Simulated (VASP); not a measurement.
Wanted: the native input for a VASP 6.6.1 run.

```
Task                   : relaxation of cell and atoms
Functional             : PBE
Potentials or basis    : VASP PAW PBE potentials, release 64 (Al, Ga_d, As)
Cutoff                 : 600 eV
k mesh                 : 4 × 2 × 2
Occupations            : gaussian, width 0.1 eV
Spin                   : no spin polarisation
Dipole correction      : no
Further INCAR settings : ALGO = Normal; EDIFF = 1e-07; IBRION = 2; EDIFFG = -0.025; NSW = 80; ISIF = 3
```

The structure of Al3GaAs4 lies in POSCAR:

```
Al3GaAs4
1.0
   -4.0958533292     -0.0469365157     -0.0585646734
   -0.0827435711      0.0068276468     -5.8493595647
   -0.0938615845     -7.9209830793      0.0096638359
Al Ga As
3 1 4
Direct
   -0.0481599006      1.0317316090     -0.0049478125
    0.4851831887      0.4986619114      0.7608494873
    0.5000737024      0.4834308795      0.2745529243
   -0.0009105189      0.0062426291      0.5030889352
   -0.0173528189      0.2280744995      0.2328598730
    0.4744398436      0.6829753230     -0.0338279860
    0.0408173768      0.2971436679      0.7409539219
    0.5659091270      0.7717384807      0.5264706569
```

These files were run (other wordings do the same):

INCAR

```
SYSTEM = Al3GaAs4
PREC = Accurate ; ENCUT = 600
EDIFF = 1E-7 ; ISMEAR = 0
SIGMA = 0.1 ; LREAL = .FALSE.
LASPH = .TRUE. ; NELM = 100
ALGO = Normal ; ISIF = 3
LWAVE = .FALSE. ; LCHARG = .FALSE.
GGA = PE ; IBRION = 2
NSW = 80 ; EDIFFG = -0.025
```

KPOINTS

```
regular mesh
0
G
  4 2 2
  0 0 0
```

Potentials or basis: VASP PAW PBE potentials, release 64 (Al, Ga_d, As).

Command:

```bash
$ cat potpaw_PBE.64/Al/POTCAR potpaw_PBE.64/Ga_d/POTCAR potpaw_PBE.64/As/POTCAR > POTCAR
$ mpirun -np 1 vasp_std > vasp.out
```

It gave:

| Property | Result |
| --- | --- |
| Relaxed volume | 23.61 Å³/atom |
| Relaxed cell | a = 4.081 Å, b = 5.667 Å, c = 8.165 Å, α = 89.98°, β = 90.00°, γ = 89.99° |
| Space group after relaxing (to 0.05 Å) | Pmm2 (No. 25) |
| Energy gained by relaxing | 540.7 meV/atom |
| Ionic steps | 24 |
| Pressure after relaxing | 0.0 GPa |
| Largest force after relaxing | 0.020 eV/Å |
| Band gap on the k mesh | 1.24 eV, direct |

Caveat: the k points lie up to 0.55 Å⁻¹ apart in the final cell.

Run time: 12 min on 1 thread of AMD EPYC 9R45 96-Core Processor (Zen 5), on a shared host, peak memory 0.35 GiB.
